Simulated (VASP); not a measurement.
# CuO: single point with revPBE

The system is CuO.

```
Cu O
1.0
     2.31020   -1.68817    0.00000
     2.31020    1.68817    0.00000
    -0.83854    0.00000    4.98951
Cu O
2 2
Direct
  0.50000 0.00000 0.50000
  0.00000 0.50000 0.00000
  0.41840 0.58160 0.75000
  0.58160 0.41840 0.25000
```

```json
{"Program": "VASP 6.6.1", "Task": "single point", "Functional": "revPBE", "Potentials or basis": "VASP PAW PBE potentials, release 64 (Cu, O)", "Cutoff": "520 eV", "k mesh": "10 × 10 × 5", "Occupations": "fermi-dirac, width 0.05 eV", "Spin": "no spin polarisation", "Dipole correction": "no", "Further INCAR settings": "ALGO = Normal; EDIFF = 1e-06; NBANDS = 25"}
```

The pressure is 19.3 GPa. The largest force is 0.025 eV/Å and the band gap on the k mesh is zero (bands 17 and 18 overlap by 0.60 eV).

Forces in eV/Å, atoms in the order of the input:
```
Cu   0.000  0.000  0.000
Cu   0.000  0.000  0.000
O    0.000 -0.025  0.000
O    0.000  0.025  0.000
```

Stress tensor (GPa, compression positive):
```
19.79  0.00 -2.69
 0.00 17.57  0.00
-2.69  0.00 20.54
```

Levels at points of the mesh, in eV from the Fermi level:
```
           k point  band 14  band 15  band 16  band 17  band 18  band 19  band 20  band 21
(0.00, 0.00, 0.00)    -2.37    -2.30    -1.76     0.21     0.98     1.89     6.13     8.47
(0.50, 0.00, 0.00)    -1.71    -1.62    -1.51     0.01     0.25     4.92     6.54     7.19
(0.50, 0.50, 0.00)    -2.26    -1.71    -1.30    -0.70     1.11     3.29     7.34     8.64
```

Run time: 62 s on 1 thread of Intel(R) Xeon(R) 6975P-C (Granite Rapids), on a shared host, peak memory 0.23 GiB.

Caveat: the cell stands under pressure; the PAW data sets were made with another functional, which shifts forces and pressure a little; semilocal functionals often make such compounds metallic where correlation or magnetic order opens a gap, which also shifts bond lengths. With open d or f shells a metallic result of revPBE can be an artefact of self-interaction; +U or a hybrid may open a gap.
